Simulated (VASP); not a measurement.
**ZrS: single point with PBEsol**

The system is ZrS.

```xyz
2
Lattice="0.0000 2.5116 2.5116 2.5116 0.0000 2.5116 2.5116 2.5116 0.0000" Properties=species:S:1:pos:R:3 pbc="T T T"
Zr    0.0000    0.0000    0.0000
S     2.5116    2.5116    2.5116
```

```yaml
Program: VASP 6.6.1
Task: single point
Functional: PBEsol
Potentials_or_basis: VASP PAW PBE potentials, release 64 (Zr_sv, S)
Cutoff: 520 eV
k_mesh: 14 × 14 × 14
Occupations: gaussian, width 0.1 eV
Spin: no spin polarisation
```

```json
{
 "Pressure": "15.3 GPa",
 "Band gap on the k mesh": "zero (bands 9 and 10 overlap by 3.48 eV)"
}
```

Levels at points of the mesh, in eV from the Fermi level:
| k point | band 5 | band 6 | band 7 | band 8 | band 9 | band 10 | band 11 | band 12 | band 13 | band 14 |
| --- | --- | --- | --- | --- | --- | --- | --- | --- | --- | --- |
| (0.00, 0.00, 0.00) | -16.42 | -3.51 | -3.51 | -3.51 | -1.68 | -1.68 | -1.68 | -0.85 | -0.85 | 3.00 |
| (0.50, 0.00, 0.00) | -14.30 | -8.70 | -6.50 | -6.50 | 1.80 | 1.80 | 2.00 | 2.28 | 6.14 | 6.14 |
| (0.50, 0.50, 0.00) | -15.48 | -6.41 | -4.49 | -4.49 | -4.12 | 0.58 | 2.91 | 2.91 | 3.45 | 4.45 |

Wall time 22 s on 1 thread of Intel(R) Xeon(R) 6975P-C (Granite Rapids), with other jobs on the host, peak memory 0.18 GiB.

Caveat: the cell stands under pressure; the PAW data sets were made with another functional, which shifts forces and pressure a little.
